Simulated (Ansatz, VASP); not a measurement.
TePb in VASP and in Ansatz

```
Te Pb
1.0
     0.00000    3.30768    3.22700
     3.30768    0.00000    3.22700
     3.30768    3.30768    0.00000
Te Pb
1 1
Cartesian
  3.3077 3.3077 3.2270
  0.0000 0.0000 0.0000
```

Change from the starting cell: strain +0.025 along x and y, +0.000 along z, atoms carried along.

Alike in both runs: task single point; functional PBE; k mesh 8 × 8 × 8; occupations gaussian, width 0.05 eV; no spin polarisation.

|  | VASP | Ansatz |
| --- | --- | --- |
| version | VASP 6.6.1 | Ansatz 0.2.0 |
| potentials or method | VASP PAW PBE potentials, release 64 (Te, Pb_d), cutoff 500 eV | scalar-relativistic, plane waves, PAW |
| valence electrons in the cell | 20 | 30 |

```csv
,VASP,Ansatz,Ansatz less VASP
gap on the k mesh at the Fermi level (eV),0.80,0.79,-0.004
least direct gap on the mesh (eV),0.80,0.79,-0.004
pressure (GPa),0.2,0.2,+0.06
"traceless stress, the component that is largest in VASP (GPa)",1.73,1.73,0.000
```

VASP's potentials hold 20 valence electrons a cell and Ansatz's 30, so a difference there can come from the potentials and not from the codes.

Neither program's run includes spin-orbit coupling.
